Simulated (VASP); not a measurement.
Write the native input for VASP 6.6.1 that does the following.

* Task: relaxation of cell and atoms
* Functional: RPBE
* Dispersion: D4
* Potentials or basis: VASP PAW PBE potentials, release 64 (S, Mg)
* Cutoff: 600 eV
* k mesh: 9 × 9 × 9
* Occupations: fermi-dirac, width 0.05 eV
* Spin: no spin polarisation
* Dipole correction: no
* Further INCAR settings: ALGO = Normal; EDIFF = 1e-06; IBRION = 2; EDIFFG = -0.01; NSW = 60; ISIF = 3

The structure of MgS (Niningerite) lies in POSCAR:

```
MgS
1.0
    0.0000000000      2.6016500000      2.6016500000
    2.6016500000      0.0000000000      2.6016500000
    2.6016500000      2.6016500000      0.0000000000
S Mg
1 1
Direct
    0.5000000000      0.5000000000      0.5000000000
    0.0000000000      0.0000000000      0.0000000000
```

These files were run (other wordings do the same):

INCAR

```
ALGO = Normal
EDIFF = 1E-6
EDIFFG = -0.01
ENCUT = 600
GGA = RP
IBRION = 2
ISIF = 3
ISMEAR = -1
IVDW = 13
LASPH = T
LCHARG = F
LREAL = F
LWAVE = F
NELM = 80
NSW = 60
PREC = Accurate
SIGMA = 0.05
```

KPOINTS

```
k-points
0
Gamma
  9 9 9
```

Potentials or basis: VASP PAW PBE potentials, release 64 (S, Mg).

The run is started by

```bash
$ cat potpaw_PBE.64/S/POTCAR potpaw_PBE.64/Mg/POTCAR > POTCAR
$ mpirun -np 1 vasp_std > vasp.out
```

It gave:

| Property | Result |
| --- | --- |
| Relaxed volume | 16.96 Å³/atom |
| Relaxed cell | a = 3.634 Å, b = 3.634 Å, c = 3.634 Å, α = 60.00°, β = 60.00°, γ = 60.00° |
| Space group after relaxing (to 0.05 Å) | Fm-3m (No. 225) |
| Energy gained by relaxing | 5.9 meV/atom |
| Ionic steps | 3 |
| Pressure after relaxing | 0.0 GPa |
| Band gap on the k mesh | 3.12 eV, indirect (least direct gap 4.17 eV) |
| Dispersion energy per atom | -0.611 eV |

Caveat: the PAW data sets were made with another functional, which shifts forces and pressure a little.

It took 54 s on 1 thread of AMD EPYC 7R13, with other jobs on the host, peak memory 0.15 GiB.
